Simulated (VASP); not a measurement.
Write the native input for VASP 6.6.1 that does the following.

* Task: single point
* Functional: r2SCAN
* Potentials or basis: VASP PAW PBE potentials, release 64 (Hf_pv, Sn_d)
* Cutoff: 520 eV
* k mesh: 4 × 4 × 4
* Occupations: gaussian, width 0.1 eV
* Spin: no spin polarisation
* Dipole correction: no
* Further INCAR settings: ALGO = Normal; EDIFF = 1e-07; NBANDS = 34

Crystal: HfSn3.

```
CELL_PARAMETERS angstrom
4.55541 0.00000 0.00000
0.00000 4.55541 0.00000
0.00000 0.00000 4.55541
ATOMIC_POSITIONS crystal
Hf 0.00000 0.00000 0.00000
Sn 0.00000 0.50000 0.50000
Sn 0.50000 0.00000 0.50000
Sn 0.50000 0.50000 0.00000
```

These files were run (other wordings do the same):

POSCAR

```
HfSn3
1.0
    4.5554080103      0.0000000000      0.0000000000
    0.0000000000      4.5554080103      0.0000000000
    0.0000000000      0.0000000000      4.5554080103
Hf Sn
1 3
Direct
    0.0000000000      0.0000000000      0.0000000000
    0.0000000000      0.5000000000      0.5000000000
    0.5000000000      0.0000000000      0.5000000000
    0.5000000000      0.5000000000      0.0000000000
```

INCAR.step1

```
SYSTEM = HfSn3
PREC = Accurate
ENCUT = 520
ISMEAR = 0
SIGMA = 0.1
LREAL = .FALSE.
LASPH = .TRUE.
NELM = 100
NBANDS = 34
GGA = PE
ALGO = Normal
EDIFF = 1E-4
LWAVE = .TRUE.
LCHARG = .FALSE.
```

INCAR.step2

```
SYSTEM = HfSn3
PREC = Accurate
ENCUT = 520
EDIFF = 1E-7
ISMEAR = 0
SIGMA = 0.1
LREAL = .FALSE.
LASPH = .TRUE.
NELM = 100
ALGO = Normal
ISIF = 2
LWAVE = .FALSE.
LCHARG = .FALSE.
METAGGA = R2SCAN
LMIXTAU = .TRUE.
NBANDS = 34
ISTART = 1
```

KPOINTS

```
Automatic mesh
0
G
  4 4 4
  0 0 0
```

Potentials or basis: VASP PAW PBE potentials, release 64 (Hf_pv, Sn_d).

Launch:

```bash
$ cat potpaw_PBE.64/Hf_pv/POTCAR potpaw_PBE.64/Sn_d/POTCAR > POTCAR
$ cp INCAR.step1 INCAR
$ mpirun -np 1 vasp_std > vasp.out
$ cp INCAR.step2 INCAR
$ mpirun -np 1 vasp_std > vasp.out
```

It gave:

| Quantity | Value |
| --- | --- |
| Pressure | 0.0 GPa |
| Band gap on the k mesh | zero (bands 26 and 27 overlap by 1.06 eV) |

Caveat: the PAW data sets were made with another functional, which shifts forces and pressure a little; spin-orbit coupling is left out, which moves the levels of the heavy elements.

It took 2.1 min on 1 thread of Oxide Virtual Turin-like Processor (shared host), peak memory 0.19 GiB.
